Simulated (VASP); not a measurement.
Input of a VASP 6.6.1 run:

File INCAR:

```
SYSTEM = Zn
PREC = Accurate
ENCUT = 520
EDIFF = 1E-6
ISMEAR = 0
SIGMA = 0.15
LREAL = .FALSE.
LASPH = .TRUE.
NELM = 100
ALGO = Fast
ISIF = 2
LWAVE = .FALSE.
LCHARG = .FALSE.
GGA = PE
NBANDS = 12
```

KPOINTS

```
regular mesh
0
G
  22 22 22
  0 0 0
```

File POSCAR:

```
Zn
1.0
   -0.8816324551      1.5329169015      1.5329169015
    1.5329169015     -0.8816324551      1.5329169015
    1.5329169015      1.5329169015     -0.8816324551
Zn
1
Direct
    0.0000000000      0.0000000000      0.0000000000
```

Potentials or basis: VASP PAW PBE potentials, release 64 (Zn).

Launch:

```console
$ cat potpaw_PBE.64/Zn/POTCAR > POTCAR
$ mpirun -np 1 vasp_std > vasp.out
```

What does it give for the pressure?

42.3 GPa.

Estimate the band gap on the k mesh.

zero (band 6 reaches 10.58 eV, above the bottom of band 7 at 1.81 eV).

Stress tensor (GPa, compression positive):
```
42.27 -3.31 -3.31
-3.31 42.27 -3.31
-3.31 -3.31 42.27
```
